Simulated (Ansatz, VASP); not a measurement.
## Cr in VASP and in Ansatz

```
Cr
1.0
     2.32779    0.00000    0.00000
     0.00000    2.32779    0.00000
     0.00000    0.00000    2.32779
Cr
1
Direct
  0.00000 0.00000 0.00000
```

Alike in both runs: functional r2SCAN; k mesh 8 × 8 × 8; occupations gaussian, width 0.1 eV; collinear spin.

Ansatz relaxed the structure, and its values are those at the end. VASP's run is a single point on that final structure, the one shown.

|  | VASP | Ansatz |
| --- | --- | --- |
| version | VASP 6.6.1 | Ansatz 0.2.0 |
| potentials or method | VASP PAW PBE potentials, release 64 (Cr_pv), cutoff 520 eV | scalar-relativistic, plane waves, PAW |
| valence electrons in the cell | 12 | 14 |

|  | VASP | Ansatz | Ansatz less VASP |
| --- | --- | --- | --- |
| gap on the k mesh at the Fermi level (eV) | none | none | - |
| pressure (GPa) | 0.7 | -0.1 | -0.80 |
| net moment per atom (μB) | 0.01 | 0.02 | +0.004 |

VASP's potentials were made for PBE, not for r2SCAN. A gap of «none» marks a metal or a gap that the smearing closes. VASP's potentials hold 12 valence electrons a cell and Ansatz's 14, so a difference there can come from the potentials and not from the codes. Ansatz's warnings: seeded moment not kept.
